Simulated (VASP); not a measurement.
# SnTe3 (Fm-3m) in VASP: single point with r2SCAN-based global hybrid with 35 % exact exchange

Aim: the single point of SnTe3 with r2SCAN-based global hybrid with 35 % exact exchange.

Everything below comes from runs of VASP 6.6.1. Logs are shortened: lines on timing, memory, paths and dates and some standing lists are left out, and cuts for length are marked.

## Step 1: The cell of the first run

It takes space group Fm-3m (No. 225, cubic). Conventional cell: a = 7.722 Å, b = 7.722 Å, c = 7.722 Å, α = 90.00°, β = 90.00°, γ = 90.00°. Within 4.4 Å of Te (site symmetry m-3m) lie 8 Te at 3.34 Å and 6 Sn at 3.86 Å. Te (site symmetry -43m) has 10 Te at 3.34 to 3.86 Å and 4 Sn at 3.34 Å within 4.4 Å. Within 4.4 Å of Sn (site symmetry m-3m) lie 14 Te at 3.34 to 3.86 Å.

## Step 2: Single point, r2SCAN-based global hybrid with 35 % exact exchange

Input file POSCAR:

```
SnTe3
1.0
    0.0000000000      3.8612190000      3.8612190000
    3.8612190000      0.0000000000      3.8612190000
    3.8612190000      3.8612190000      0.0000000000
Te Sn
3 1
Direct
    0.5000000000      0.5000000000      0.5000000000
    0.7500000000      0.7500000000      0.7500000000
    0.2500000000      0.2500000000      0.2500000000
    0.0000000000      0.0000000000      0.0000000000
```

Input file INCAR.step1:

```
PREC = Accurate ; ENCUT = 520
EDIFF = 1E-5 ; ISMEAR = -1
SIGMA = 0.05 ; LREAL = False
LASPH = True ; NELM = 100
ALGO = Normal ; ISIF = 2
LWAVE = True ; NBANDS = 24
GGA = PE
```

Input file INCAR.step2:

```
PREC = Accurate ; ENCUT = 520
EDIFF = 1E-6 ; ISMEAR = -1
SIGMA = 0.05 ; LREAL = False
LASPH = True ; NELM = 100
ALGO = Normal ; ISIF = 2
LWAVE = False ; LCHARG = True
METAGGA = R2SCAN ; LHFCALC = True
AEXX = 0.35 ; LMIXTAU = True
PRECFOCK = Normal ; LELF = True
LVHAR = True ; NBANDS = 24
ISTART = 1
```

Input file KPOINTS:

```
regular mesh
0
Gamma
  4 4 4
```

Potentials or basis: VASP PAW PBE potentials, release 64 (Te, Sn_d).

The run is started by

```sh
$ cat potpaw_PBE.64/Te/POTCAR potpaw_PBE.64/Sn_d/POTCAR > POTCAR
$ cp INCAR.step1 INCAR
$ mpirun -np 1 vasp_std > vasp.out
$ cp INCAR.step2 INCAR
$ mpirun -np 1 vasp_std > vasp.out
```

OUTCAR:

```text
PREC = Accurate
   ENCUT = 520
   EDIFF = 1E-6
   ISMEAR = -1
   LREAL = False
   LASPH = True
   NELM = 100
   ISIF = 2
   METAGGA = R2SCAN
   LHFCALC = True
   AEXX = 0.35
   PRECFOCK = Normal
   ISTART = 1

 ion  position               nearest neighbor table
   1  0.500  0.500  0.500-   3 3.34   3 3.34   3 3.34   2 3.34   3 3.34   2 3.34   2 3.34   2 3.34

   2  0.750  0.750  0.750-   1 3.34   1 3.34   1 3.34   1 3.34   4 3.34   4 3.34   4 3.34   4 3.34

   3  0.250  0.250  0.250-   4 3.34   4 3.34   4 3.34   1 3.34   4 3.34   1 3.34   1 3.34   1 3.34

   4  0.000  0.000  0.000-   2 3.34   2 3.34   2 3.34   2 3.34   3 3.34   3 3.34   3 3.34   3 3.34

  LATTYP: Found a face centered cubic cell.
 ALAT       =     7.7224380000

  Lattice vectors:

 A1 = (   0.0000000000,   3.8612190000,   3.8612190000)
 A2 = (   3.8612190000,   0.0000000000,   3.8612190000)
 A3 = (   3.8612190000,   3.8612190000,   0.0000000000)

Analysis of symmetry for initial positions (statically):
=====================================================================
 Subroutine PRICEL returns:
 Original cell was already a primitive cell.

 Routine SETGRP: Setting up the symmetry group for a
 face centered cubic supercell.

 Subroutine GETGRP returns: Found 48 space group operations
 (whereof 48 operations were pure point group operations)
 out of a pool of 48 trial point group operations.

The static configuration has the point symmetry O_h .

Analysis of symmetry for dynamics (positions and initial velocities):
=====================================================================
 Subroutine PRICEL returns:
 Original cell was already a primitive cell.

 Routine SETGRP: Setting up the symmetry group for a
 face centered cubic supercell.

 Subroutine GETGRP returns: Found 48 space group operations
 (whereof 48 operations were pure point group operations)
 out of a pool of 48 trial point group operations.

The dynamic configuration has the point symmetry O_h .

 Subroutine INISYM returns: Found 48 space group operations
 (whereof 48 operations are pure point group operations),
 and found     1 'primitive' translations

----------------------------------------------------------------------------------------

                                     Primitive cell

[... 82 lines left out ...]
   NFREE  =      0    steps in history (QN), initial steepest desc. (CG)
   ISIF   =      2    stress and relaxation
   ISYM   =      3    0-nonsym 1-usesym 2-fastsym
   POTIM  = 0.5000    time-step for ionic-motion
   TEBEG  =    0.0;   TEEND  =   0.0 temperature during run
   PSTRESS=    0.0 pullay stress
   NELECT =      32.0000    total number of electrons
   NUPDOWN=      -1.0000    fix difference up-down
   EMIN   =  10.00;   EMAX   =-10.00  energy-range for DOS
   EFERMI =   0.00;   METHOD = LEGACY
   ISMEAR =    -1;   SIGMA  =   0.05  broadening in eV -4-tet -1-fermi 0-gaus
   EFERMI_NEDOS =   21; number of points for ismear=-14 and -15
   IALGO  =     38    algorithm
   IMIX   =      1    mixing-type and parameters
     AMIX     =   0.40;   BMIX     =  1.00
     AMIX_MAG =   1.60;   BMIX_MAG =  1.00
  volume/ion in A,a.u.               =      28.78       194.24
  Fermi-wavevector in a.u.,A,eV,Ry     =   1.068375  2.018936 15.530032  1.141425
  Thomas-Fermi vector in A             =   2.204021
   LORBIT       =      0    0 simple, 1 ext, 2 COOP (PROOUT), +10 PAW based schemes
   METAGGA = R2SCAN    functional components
   LHFCALC =     T    Hartree Fock is set to
   PRECFOCK=normal    Normal, Fast or Accurate (Low or Medium for compatibility)
   ENCUT4O =  -1.0   cutoff for four orbital integrals eV
   NKREDX  =     1    reduce k-point grid by
   NKREDY  =     1    reduce k-point grid by
   NKREDZ  =     1    reduce k-point grid by
   AEXX    =    0.3500 exact exchange contribution
   HFSCREEN=    0.0000 screening length (either q_TF or 0.3 A-1)
   HFSCREENC=   0.0000 screening length for correlation (either q_TF or 0.3 A-1)
   ENCUTFOCK=  -1.0 apply spherical cutoff to Coloumb kernel
   IVDW    =     0    specifies the selected vdW correction
   LEPSILON=     F    determine dielectric tensor
   LRPA    =     F    only Hartree local field effects (RPA)
 non-spin polarized calculation
  energy-cutoff  :      520.00
  volume of cell :      115.13
 maximum number of plane-waves:      3138
 NGX is ok and might be reduce to    42
  NGX = 32; NGY = 32; NGZ = 32

 number of electron      31.9999997 magnetization

 Free energy of the ion-electron system (eV)
  ---------------------------------------------------
  ext. energy  EPLUGINS =         0.00000000
  ---------------------------------------------------
  free energy    TOTEN  =       -76.58116109 eV

  energy without entropy =      -76.58078190  energy(sigma->0) =      -76.58097150

 E-fermi :   7.5393     XC(G=0):  -7.3691

 val. band max:        7.2051584693   @ k =   0.2500   0.2500   0.0000
 cond. band min:       7.9087904362   @ k =   0.5000   0.2500   0.0000
 fundamental gap:      0.7036319668
 Fermi energy:         7.5393425692

 k-point     1 :       0.0000    0.0000    0.0000
  band No.  band energies     occupation
      1     -18.4318      2.00000
      2     -18.4318      2.00000
      3     -18.4318      2.00000
      4     -18.4215      2.00000
      5     -18.4215      2.00000
      6      -9.0557      2.00000
[... 205 lines left out ...]
     23      15.9419      0.00000
     24      16.2811      0.00000

------------------------ aborting loop because EDIFF is reached ----------------------------------------

  FORCE on cell =-STRESS in cart. coord.  units (eV):
  Direction    XX          YY          ZZ          XY          YZ          ZX
  --------------------------------------------------------------------------------------
  -------------------------------------------------------------------------------------
  Total       -2.2118531     -2.2118531     -2.2118531      0.0000000     -0.0000000      0.0000000
  in kB      -30.7796426    -30.7796426    -30.7796426      0.0000000     -0.0000000      0.0000000
  external PRESSURE =     -30.7796426 kB  Pullay stress =       0.0000000 kB

 VOLUME and BASIS-vectors are now :
 -----------------------------------------------------------------------------
  energy-cutoff  :      520.00
  volume of cell :      115.13
      direct lattice vectors                 reciprocal lattice vectors
     0.000000000  3.861219000  3.861219000    -0.129492785  0.129492785  0.129492785
     3.861219000  0.000000000  3.861219000     0.129492785 -0.129492785  0.129492785
     3.861219000  3.861219000  0.000000000     0.129492785  0.129492785 -0.129492785

 POSITION                                       TOTAL-FORCE (eV/Angst)
 -----------------------------------------------------------------------------------
      3.86122      3.86122      3.86122         0.000000     -0.000000     -0.000000
      5.79183      5.79183      5.79183        -0.000000     -0.000000     -0.000000
      1.93061      1.93061      1.93061         0.000000      0.000000      0.000000
      0.00000      0.00000      0.00000         0.000000      0.000000     -0.000000
 -----------------------------------------------------------------------------------
    total drift:                                0.000005      0.000001      0.000014

  FREE ENERGIE OF THE ION-ELECTRON SYSTEM (eV)
  ---------------------------------------------------
  free  energy   TOTEN  =       -76.5811610876 eV

  energy  without entropy=      -76.5807819041  energy(sigma->0) =      -76.58097150
```

OSZICAR.step1:

```text
N       E                     dE             d eps       ncg     rms          rms(c)
DAV:   1     0.229515317985E+03    0.22952E+03   -0.13360E+04   384   0.135E+03
DAV:   2     0.120431404316E+02   -0.21747E+03   -0.20390E+03   408   0.344E+02
DAV:   3    -0.117552448310E+02   -0.23798E+02   -0.22718E+02   472   0.102E+02
DAV:   4    -0.126773278155E+02   -0.92208E+00   -0.91906E+00   440   0.212E+01
DAV:   5    -0.127133570802E+02   -0.36029E-01   -0.36028E-01   584   0.441E+00    0.105E+01
DAV:   6    -0.126439687697E+02    0.69388E-01   -0.18119E-01   488   0.228E+00    0.652E+00
DAV:   7    -0.126456550685E+02   -0.16863E-02   -0.45268E-02   504   0.117E+00    0.204E+00
DAV:   8    -0.126460962357E+02   -0.44117E-03   -0.30408E-03   432   0.319E-01    0.434E-01
DAV:   9    -0.126460450143E+02    0.51221E-04   -0.48304E-04   520   0.183E-01    0.210E-01
DAV:  10    -0.126460427326E+02    0.22817E-05   -0.77180E-05   440   0.537E-02
   1 F= -.12646043E+02 E0= -.12624147E+02  d E =-.437923E-01
```

Wall time 77 min (1 thread of Intel Xeon Platinum 8375C at 2.90GHz (Ice Lake), shared host); peak memory 0.32 GiB.

What came out:

```
Free energy            : -76.5812 eV
Pressure               : -3.1 GPa
Band gap on the k mesh : zero (bands 16 and 17 overlap by 3.62 eV)
```

Caveat: the cell stands under tension; the PAW data sets were made with another functional, which shifts forces and pressure a little; spin-orbit coupling is left out, which moves the levels of the heavy elements.
